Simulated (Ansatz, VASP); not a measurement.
**One calculation of CaO, two programs**

```
CELL_PARAMETERS angstrom
0.00000 2.44900 2.44900
2.44900 0.00000 2.44900
2.44900 2.44900 0.00000
ATOMIC_POSITIONS crystal
Ca 0.00000 0.00000 0.00000
O 0.50000 0.50000 0.50000
```

Alike in both runs: task relaxation of cell and atoms; functional PBEsol; k mesh 8 × 8 × 8; occupations gaussian, width 0.02 eV; no spin polarisation.

```csv
,VASP,Ansatz
version,VASP 6.6.1,Ansatz 0.2.0
potentials or method,"VASP PAW PBE potentials, release 64 (Ca_sv, O), cutoff 600 eV","scalar-relativistic, plane waves, PAW"
valence electrons in the cell,16,16
```

Ansatz gave:

| Property | Result |
| --- | --- |
| gap on the k mesh at the Fermi level, each at its own relaxed structure (eV) | 3.54 |
| relaxed volume (Å³/atom) | 13.54 |
| relaxed cell length with the largest relative difference (Å) | 3.371 |

Task: Estimate VASP's values.

Result: gap on the k mesh at the Fermi level, each at its own relaxed structure (eV): 3.53; relaxed volume (Å³/atom): 13.60; relaxed cell length with the largest relative difference (Å): 3.376.

VASP's potentials were made for PBE, not for PBEsol.
